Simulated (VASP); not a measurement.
Set up this calculation in VASP 6.6.1, as the native input.

- Task: single point
- Functional: PBE
- Dispersion: D3(BJ)
- Potentials or basis: VASP PAW PBE potentials, release 64 (As)
- Cutoff: 520 eV
- k mesh: 9 × 9 × 1
- Occupations: gaussian, width 0.02 eV
- Spin: no spin polarisation
- Dipole correction: yes
- Further INCAR settings: ALGO = Normal; EDIFF = 1e-06; NBANDS = 12

The structure of As lies in POSCAR:

```
As
1.0
    3.5780000000      0.0000000000      0.0000000000
   -1.7890000000      3.0986388948      0.0000000000
    0.0000000000      0.0000000000     28.5742413766
As
2
Direct
    0.3333333333      0.6666666667      0.4842865470
    0.6666666667      0.3333333333      0.5157134530
```

These files were run (other wordings do the same):

INCAR

```
SYSTEM = As
  PREC = Accurate
  ENCUT = 520
  EDIFF = 1E-6
  ISMEAR = 0
  SIGMA = 0.02
  LREAL = .FALSE.
  LASPH = .TRUE.
  NELM = 80
  ALGO = Normal
  ISIF = 2
  LWAVE = .FALSE.
  LCHARG = .FALSE.
  LDIPOL = .TRUE.
  IDIPOL = 3
  DIPOL = 0.5 0.5 0.500
  GGA = PE
  IVDW = 12
  NBANDS = 12
```

KPOINTS

```
regular mesh
0
G
  9 9 1
  0 0 0
```

Potentials or basis: VASP PAW PBE potentials, release 64 (As).

Launch:

```bash
$ cat potpaw_PBE.64/As/POTCAR > POTCAR
$ mpirun -np 1 vasp_std > vasp.out
```

It gave:

```yaml
Largest_force: 5.468 eV/Å
Band_gap_on_the_k_mesh: zero (band 5 reaches -3.19 eV, above the bottom of band 6 at -3.38 eV)
Dispersion_energy_per_atom: -0.217 eV
```

It took 2.3 min on 1 thread of Intel Xeon 8259CL, with other jobs on the host, peak memory 0.41 GiB.
